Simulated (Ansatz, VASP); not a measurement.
# Bi in VASP and in Ansatz

```xyz
2
Lattice="2.2266 1.2855 3.8733 -2.2266 1.2855 3.8733 0.0000 -2.5711 3.8733" Properties=species:S:1:pos:R:3 pbc="T T T"
Bi    0.0000    0.0000    2.7178
Bi    0.0000    0.0000    8.9021
```

Change from the starting cell: volume scaled by 0.94, crystal datasets.

Alike in both runs: task electric field gradients; functional LDA; k mesh 11 × 11 × 11; occupations fermi-dirac, width 0.03 eV; no spin polarisation.

|  | VASP | Ansatz |
| --- | --- | --- |
| version | VASP 6.6.1 | Ansatz 0.2.0 |
| potentials or method | VASP PAW LDA potentials, release 64 (Bi_d), cutoff 520 eV | all-electron PAW with datasets made for the crystal, scalar-relativistic |

|  | VASP | Ansatz | Ansatz less VASP |
| --- | --- | --- | --- |
| pressure (GPa) | 1.4 | 1.3 | -0.08 |
| traceless stress, the component that is largest in VASP (GPa) | -0.27 | -0.25 | +0.026 |
| rms of the force components (eV/Å) | 0.209 | 0.194 | -0.0147 |
| size of Vzz on the site where it differs most (V/Å²) | 31.7 | 33.4 | +1.65 |

LDA's correlation is that of Perdew and Zunger in VASP and of Perdew and Wang (1992) in Ansatz. Atom by atom the forces differ by 0.015 eV/Å (rms over components). Ansatz ran all-electron here, and VASP with PAW potentials.

Spin-orbit coupling is off throughout.
